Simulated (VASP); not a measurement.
Wanted: the native input for a VASP 6.6.1 run.

```
Task                   : single point
Functional             : LDA
Potentials or basis    : VASP PAW LDA potentials, release 64 (Mg, O)
Cutoff                 : 520 eV
k mesh                 : 7 × 7 × 4
Occupations            : fermi-dirac, width 0.02 eV
Spin                   : no spin polarisation
Dipole correction      : no
Further INCAR settings : ALGO = Normal; EDIFF = 1e-06; NBANDS = 16
```

The structure of MgO lies in POSCAR:

```
MgO
1.0
    3.3077869900      0.0000000000      0.0000000000
   -1.6538934900      2.8646275600      0.0000000000
    0.0000000000      0.0000000000      5.0825393034
Mg O
2 2
Direct
    0.3333333333      0.6666666667      0.0021597400
    0.6666666667      0.3333333333      0.5021597400
    0.3333333333      0.6666666667      0.4024402600
    0.6666666667      0.3333333333      0.9024402600
```

The input as run:

INCAR

```
PREC = Accurate ; ENCUT = 520
EDIFF = 1E-6 ; ISMEAR = -1
SIGMA = 0.02 ; LREAL = False
LASPH = True ; NELM = 60
ALGO = Normal ; ISIF = 2
LWAVE = False ; LCHARG = True
LELF = True ; LVHAR = True
NBANDS = 16
```

KPOINTS

```
Automatic mesh
0
Gamma
  7 7 4
```

Potentials or basis: VASP PAW LDA potentials, release 64 (Mg, O).

The run is started by

```bash
$ cat potpaw_LDA.64/Mg/POTCAR potpaw_LDA.64/O/POTCAR > POTCAR
$ mpirun -np 1 vasp_std > vasp.out
```

It gave:

```
Pressure               : -7.2 GPa
Largest force          : 0.229 eV/Å
Band gap on the k mesh : 3.28 eV, direct
```

Run time: 33 s on 1 thread of Intel Xeon 8259CL, with other jobs on the host, peak memory 0.16 GiB.
